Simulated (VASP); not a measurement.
# Sn (Fddd) in VASP: a series of runs, part 2 of 2

VASP 6.6.1. Earlier steps stand in the parts before.

## 3. Single point, PBEsol (strain +0.0250 x Voigt [1, -1, 0, 0, 0, 0])

Input file INCAR:

```
SYSTEM = Sn
PREC     = Accurate       ! precision mode
ENCUT    = 520            ! plane-wave cutoff, eV
EDIFF    = 1E-7           ! SCF threshold, eV
ISMEAR   = 0              ! smearing method
SIGMA    = 0.15           ! smearing width, eV
LREAL    = .FALSE.        ! projectors in reciprocal space
LASPH    = .TRUE.         ! aspherical terms in the spheres
NELM     = 80             ! most SCF steps
ALGO     = Fast           ! electronic algorithm
ISIF     = 2              ! what is computed and relaxed
LWAVE    = .FALSE.        ! write WAVECAR
LCHARG   = .TRUE.         ! write CHGCAR
GGA      = PS             ! functional
LELF     = .TRUE.         ! ELF
LVHAR    = .TRUE.       
NBANDS   = 21             ! bands
```

Input file KPOINTS:

```
regular mesh
0
G
  12 12 12
  0 0 0
```

Input file POSCAR:

```
Sn
1.0
    0.0000000000      3.1644600000      3.2456000000
    3.3267400000      0.0000000000      3.2456000000
    3.3267400000      3.1644600000      0.0000000000
Sn
2
Direct
    0.5000000000      0.5000000000      0.5000000000
    0.7500000000      0.7500000000      0.7500000000
```

Potentials or basis: VASP PAW PBE potentials, release 64 (Sn_d).

Launch:

```sh
$ cat potpaw_PBE.64/Sn_d/POTCAR > POTCAR
$ mpirun -np 1 vasp_std > vasp.out
```

OUTCAR:

```text
SYSTEM = Sn
   PREC = Accurate
   ENCUT = 520
   EDIFF = 1E-7
   ISMEAR = 0
   LREAL = .FALSE.
   LASPH = .TRUE.
   NELM = 80
   ISIF = 2
   GGA = PS

 ion  position               nearest neighbor table
   1  0.500  0.500  0.500-   2 2.81   2 2.81   2 2.81   2 2.81
   2  0.750  0.750  0.750-   1 2.81   1 2.81   1 2.81   1 2.81

  LATTYP: Found a face centered orthorhombic cell.
 ALAT       =     6.3289200000
 B/A-ratio  =     1.0256410256
 C/A-ratio  =     1.0512820513

  Lattice vectors:

 A1 = (  -3.3267400000,   0.0000000000,  -3.2456000000)
 A2 = (  -3.3267400000,   3.1644600000,   0.0000000000)
 A3 = (   0.0000000000,   3.1644600000,  -3.2456000000)

Analysis of symmetry for initial positions (statically):
=====================================================================
 Subroutine PRICEL returns:
 Original cell was already a primitive cell.

 Routine SETGRP: Setting up the symmetry group for a
 face centered orthorhombic supercell.

 Subroutine GETGRP returns: Found  8 space group operations
 (whereof  4 operations were pure point group operations)
 out of a pool of  8 trial point group operations.

The static configuration has the point symmetry D_2 .
 The point group associated with its full space group is D_2h.

Analysis of symmetry for dynamics (positions and initial velocities):
=====================================================================
 Subroutine PRICEL returns:
 Original cell was already a primitive cell.

 Routine SETGRP: Setting up the symmetry group for a
 face centered orthorhombic supercell.

 Subroutine GETGRP returns: Found  8 space group operations
 (whereof  4 operations were pure point group operations)
 out of a pool of  8 trial point group operations.

The dynamic configuration has the point symmetry D_2 .
 The point group associated with its full space group is D_2h.

 Subroutine INISYM returns: Found  8 space group operations
 (whereof  4 operations are pure point group operations),
 and found     1 'primitive' translations

----------------------------------------------------------------------------------------

                                     Primitive cell

  volume of cell :      68.3350

  direct lattice vectors                    reciprocal lattice vectors
     0.000000000  3.164460000  3.245600000    -0.150297288  0.158004841  0.154054720
     3.326740000  0.000000000  3.245600000     0.150297288 -0.158004841  0.154054720
     3.326740000  3.164460000  0.000000000     0.150297288  0.158004841 -0.154054720

  length of vectors
     4.532960010  4.647700333  4.591405680     0.266997493  0.266997493  0.266997493

  position of ions in fractional coordinates (direct lattice)
     0.500000000  0.500000000  0.500000000
     0.750000000  0.750000000  0.750000000

  ion indices of the primitive-cell ions
   primitive index   ion index
                 1           1
                 2           2

----------------------------------------------------------------------------------------

 KPOINTS: regular mesh

Automatic generation of k-mesh.
 Grid dimensions read from file:
 generate k-points for:   12   12   12

 Generating k-lattice:

  Cartesian coordinates                     Fractional coordinates (reciprocal lattice)
    -0.012524774  0.013167070  0.012837893     0.083333333 -0.000000000  0.000000000
     0.012524774 -0.013167070  0.012837893    -0.000000000  0.083333333  0.000000000
     0.012524774  0.013167070 -0.012837893     0.000000000  0.000000000  0.083333333

  Length of vectors
     0.022249791  0.022249791  0.022249791

  Shift w.r.t. Gamma in fractional coordinates (k-lattice)
     0.000000000  0.000000000  0.000000000

 Subroutine IBZKPT returns following result:
 ===========================================

 Found    280 irreducible k-points:

 Following reciprocal coordinates:
            Coordinates               Weight
  0.000000  0.000000  0.000000      1.000000
  0.083333 -0.000000 -0.000000      8.000000
  0.166667  0.000000  0.000000      8.000000
  0.250000 -0.000000 -0.000000      8.000000
  0.333333 -0.000000 -0.000000      8.000000
  0.416667 -0.000000 -0.000000      8.000000
[... 16 lines left out ...]
  0.500000  0.166667 -0.000000      8.000000
 -0.416667  0.166667  0.000000      8.000000
 [... further k-points ...]
   k-points           NKPTS =    280   k-points in BZ     NKDIM =    280   number of bands    NBANDS=     21
   number of dos      NEDOS =    301   number of ions     NIONS =      2
   total plane-waves  NPLWV =  46656
   dimension x,y,z NGX =    36 NGY =   36 NGZ =   36
   dimension x,y,z NGXF=    72 NGYF=   72 NGZF=   72
   ions per type =               2
   NGX,Y,Z   is equivalent  to a cutoff of  13.20, 12.88, 13.03 a.u.
   NGXF,Y,Z  is equivalent  to a cutoff of  26.41, 25.75, 26.07 a.u.
 SYSTEM =  Sn
   PREC   = accura    normal or accurate (medium, high low for compatibility)
   ISTART =      0    job   : 0-new  1-cont  2-samecut
   ICHARG =      2    charge: 1-file 2-atom 10-const
   ISPIN  =      1    spin polarized calculation?
   LNONCOLLINEAR =      F non collinear calculations
   LSORBIT =      F    spin-orbit coupling
   LASPH  =      T    aspherical Exc in radial PAW
   ENCUT  =  520.0 eV  38.22 Ry    6.18 a.u.   8.43  8.64  8.54*2*pi/ulx,y,z
   NELM   =     80;   NELMIN=  2; NELMDL= -5     # of ELM steps
   EDIFF  = 0.1E-06   stopping-criterion for ELM
   LREAL  =      F    real-space projection
   EDIFFG = 0.1E-05   stopping-criterion for IOM
   NSW    =      0    number of steps for IOM
   IBRION =     -1    ionic relax: 0-MD 1-quasi-New 2-CG
   NFREE  =      0    steps in history (QN), initial steepest desc. (CG)
   ISIF   =      2    stress and relaxation
   ISYM   =      2    0-nonsym 1-usesym 2-fastsym
   POTIM  = 0.5000    time-step for ionic-motion
   TEBEG  =    0.0;   TEEND  =   0.0 temperature during run
   PSTRESS=    0.0 pullay stress
   NELECT =      28.0000    total number of electrons
   NUPDOWN=      -1.0000    fix difference up-down
   EMIN   =  10.00;   EMAX   =-10.00  energy-range for DOS
   EFERMI =   0.00;   METHOD = LEGACY
   ISMEAR =     0;   SIGMA  =   0.15  broadening in eV -4-tet -1-fermi 0-gaus
   EFERMI_NEDOS =   21; number of points for ismear=-14 and -15
   IALGO  =     68    algorithm
   IMIX   =      4    mixing-type and parameters
     AMIX     =   0.40;   BMIX     =  1.00
     AMIX_MAG =   1.60;   BMIX_MAG =  1.00
  volume/ion in A,a.u.               =      34.17       230.57
  Fermi-wavevector in a.u.,A,eV,Ry     =   1.215942  2.297798 20.116432  1.478516
  Thomas-Fermi vector in A             =   2.351313
   LORBIT       =      0    0 simple, 1 ext, 2 COOP (PROOUT), +10 PAW based schemes
   GGA     = PS    functional components
   LHFCALC =     F    Hartree Fock is set to
   AEXX    =    0.0000 exact exchange contribution
   IVDW    =     0    specifies the selected vdW correction
   LEPSILON=     F    determine dielectric tensor
   LRPA    =     F    only Hartree local field effects (RPA)
 non-spin polarized calculation
 RMM-DIIS sequential band-by-band and
 Gauss-broadening in eV      SIGMA  =   0.15
  energy-cutoff  :      520.00
  volume of cell :       68.34
 maximum number of plane-waves:      1866
 NGX is ok and might be reduce to    36
   NGX = 17   NGY = 17   NGZ = 17

 number of electron      27.9999996 magnetization

 Free energy of the ion-electron system (eV)
  ---------------------------------------------------
  ext. energy  EPLUGINS =         0.00000000
  ---------------------------------------------------
  free energy    TOTEN  =        -8.45353147 eV

  energy without entropy =       -8.45165199  energy(sigma->0) =       -8.45259173

 E-fermi :   5.4953     XC(G=0):  -9.0678

 val. band max:        5.4466147921   @ k =   0.4167  -0.0000  -0.0000
 cond. band min:       5.5237171926   @ k =   0.1667   0.0833   0.0833
 fundamental gap:      0.0771024006
 Fermi energy:         5.4952717864

 k-point     1 :       0.0000    0.0000    0.0000
  band No.  band energies     occupation
      1     -16.1216      2.00000
      2     -16.1108      2.00000
      3     -16.1016      2.00000
      4     -16.0543      2.00000
      5     -16.0477      2.00000
      6     -15.7556      2.00000
[... 550 lines left out ...]
      5     -15.9600      2.00000
      6     -15.8451      2.00000
[... 13 lines left out ...]
     20      13.3470      0.00000
     21      13.5312      0.00000

 [... further k-points ...]

------------------------ aborting loop because EDIFF is reached ----------------------------------------

  FORCE on cell =-STRESS in cart. coord.  units (eV):
  Direction    XX          YY          ZZ          XY          YZ          ZX
  --------------------------------------------------------------------------------------
  -------------------------------------------------------------------------------------
  Total        0.0694567      0.7086930      0.4249439      0.0000000      0.0000000      0.0000000
  in kB        1.6284763     16.6159540      9.9631973      0.0000000      0.0000000      0.0000000
  external PRESSURE =       9.4025425 kB  Pullay stress =       0.0000000 kB

 VOLUME and BASIS-vectors are now :
 -----------------------------------------------------------------------------
  energy-cutoff  :      520.00
  volume of cell :       68.34
      direct lattice vectors                 reciprocal lattice vectors
     0.000000000  3.164460000  3.245600000    -0.150297288  0.158004841  0.154054720
     3.326740000  0.000000000  3.245600000     0.150297288 -0.158004841  0.154054720
     3.326740000  3.164460000  0.000000000     0.150297288  0.158004841 -0.154054720

 POSITION                                       TOTAL-FORCE (eV/Angst)
 -----------------------------------------------------------------------------------
      3.32674      3.16446      3.24560        -0.000000      0.000000      0.000000
      4.99011      4.74669      4.86840         0.000000      0.000000      0.000000
 -----------------------------------------------------------------------------------
    total drift:                                0.000000      0.000000      0.000000

  FREE ENERGIE OF THE ION-ELECTRON SYSTEM (eV)
  ---------------------------------------------------
  free  energy   TOTEN  =        -8.4535314739 eV

  energy  without entropy=       -8.4516519919  energy(sigma->0) =       -8.45259173
```

It took 2.8 min on 1 thread of Intel Xeon 6975P-C (Granite Rapids), shared host; peak memory 0.43 GiB.

What came out:

```yaml
Free_energy: -8.4535 eV
Pressure: 0.9 GPa
Band_gap_on_the_k_mesh: zero (bands 14 and 15 overlap by 0.18 eV)
```

Stress tensor (GPa, compression positive):
```
0.16 0.00 0.00
0.00 1.66 0.00
0.00 0.00 1.00
```

Levels at points of the mesh, in eV from the Fermi level:
| k point | band 11 | band 12 | band 13 | band 14 | band 15 | band 16 | band 17 | band 18 |
| --- | --- | --- | --- | --- | --- | --- | --- | --- |
| (0.00, 0.00, 0.00) | -10.64 | -0.72 | -0.09 | 0.08 | 0.24 | 2.05 | 2.15 | 2.25 |
| (0.50, 0.00, 0.00) | -9.01 | -6.33 | -1.28 | -0.97 | -0.09 | 3.12 | 3.32 | 5.53 |
| (0.50, 0.50, 0.00) | -7.54 | -7.54 | -2.47 | -2.47 | 0.75 | 0.75 | 7.59 | 7.59 |
| (0.50, 0.00, 0.50) | -7.45 | -7.45 | -2.61 | -2.61 | 0.60 | 0.60 | 7.69 | 7.69 |
| (0.00, 0.50, 0.50) | -7.63 | -7.63 | -2.34 | -2.34 | 0.91 | 0.91 | 7.64 | 7.64 |

Caveat: the cell differs from its parent crystal (strain +0.0250 x Voigt [1, -1, 0, 0, 0, 0]); the PAW data sets were made with another functional, which shifts forces and pressure a little; spin-orbit coupling is left out, which moves the levels of the heavy elements.

## 4. Single point, PBEsol (strain +0.0375 x Voigt [1, -1, 0, 0, 0, 0])

Input file INCAR:

```
SYSTEM = Sn
ALGO = Fast
EDIFF = 1E-6
ENCUT = 520
GGA = PS
ISIF = 2
ISMEAR = 0
LASPH = .True.
LCHARG = .False.
LREAL = .False.
LWAVE = .False.
NBANDS = 21
NELM = 80
PREC = Accurate
SIGMA = 0.15
```

Input file KPOINTS:

```
k-points
0
Gamma
  12 12 12
  0 0 0
```

Input file POSCAR:

```
Sn
1.0
    0.0000000000      3.1238900000      3.2456000000
    3.3673100000      0.0000000000      3.2456000000
    3.3673100000      3.1238900000      0.0000000000
Sn
2
Direct
    0.5000000000      0.5000000000      0.5000000000
    0.7500000000      0.7500000000      0.7500000000
```

Launch:

```sh
$ cat potpaw_PBE.64/Sn_d/POTCAR > POTCAR
$ mpirun -np 1 vasp_std > vasp.out
```

It took 2.4 min on 1 thread of Intel Xeon 6975P-C (Granite Rapids), shared host; peak memory 0.44 GiB.

It converged, with:

* Free energy: -8.4432 eV
* Pressure: 0.9 GPa
* Band gap on the k mesh: zero (bands 14 and 15 overlap by 0.21 eV)

Stress tensor (GPa, compression positive):
```
-0.29  0.00  0.00
 0.00  1.96  0.00
 0.00  0.00  1.03
```

Levels at points of the mesh, in eV from the Fermi level:
| k point | band 11 | band 12 | band 13 | band 14 | band 15 | band 16 | band 17 | band 18 |
| --- | --- | --- | --- | --- | --- | --- | --- | --- |
| (0.00, 0.00, 0.00) | -10.64 | -0.73 | -0.19 | 0.09 | 0.31 | 2.00 | 2.16 | 2.30 |
| (0.50, 0.00, 0.00) | -9.01 | -6.33 | -1.36 | -0.90 | -0.13 | 3.08 | 3.38 | 5.55 |
| (0.50, 0.50, 0.00) | -7.54 | -7.54 | -2.47 | -2.47 | 0.75 | 0.75 | 7.46 | 7.46 |
| (0.50, 0.00, 0.50) | -7.41 | -7.41 | -2.68 | -2.68 | 0.52 | 0.52 | 7.66 | 7.66 |
| (0.00, 0.50, 0.50) | -7.68 | -7.68 | -2.27 | -2.27 | 0.99 | 0.99 | 7.58 | 7.58 |

Caveat: the cell differs from its parent crystal (strain +0.0375 x Voigt [1, -1, 0, 0, 0, 0]); the PAW data sets were made with another functional, which shifts forces and pressure a little; spin-orbit coupling is left out, which moves the levels of the heavy elements.

## 5. Overview

| cell | further INCAR settings | gap on the mesh (eV) | pressure (GPa) |
| --- | --- | --- | --- |
| a = 4.449, b = 4.736, c = 4.599 Å, angles 56.9, 63.1, 60.0°, 2 atoms | ALGO = Fast; EDIFF = 1e-06; NBANDS = 21 | none | 1.0 |
| a = 4.533, b = 4.648, c = 4.591 Å, angles 58.8, 61.2, 60.0°, 2 atoms | ALGO = Fast; EDIFF = 1e-07; NBANDS = 21 | none | 0.9 |
| a = 4.505, b = 4.677, c = 4.593 Å, angles 58.1, 61.9, 60.0°, 2 atoms | ALGO = Fast; EDIFF = 1e-06; NBANDS = 21 | none | 0.9 |

Alike in all rows: task single point; level PBEsol; potentials or basis VASP PAW PBE potentials, release 64 (Sn_d); no spin polarisation; k mesh 12 × 12 × 12; cutoff (eV) 520; smearing gaussian 0.15 eV.

Caveats: the PAW data sets were made with another functional, which shifts forces and pressure a little; spin-orbit coupling is left out, which moves the levels of the heavy elements.

Total energies depend on the potentials used, so only differences within one code and one set of settings carry meaning.

The gap in the log of VASP goes by the Fermi energy; the results here count the filled bands.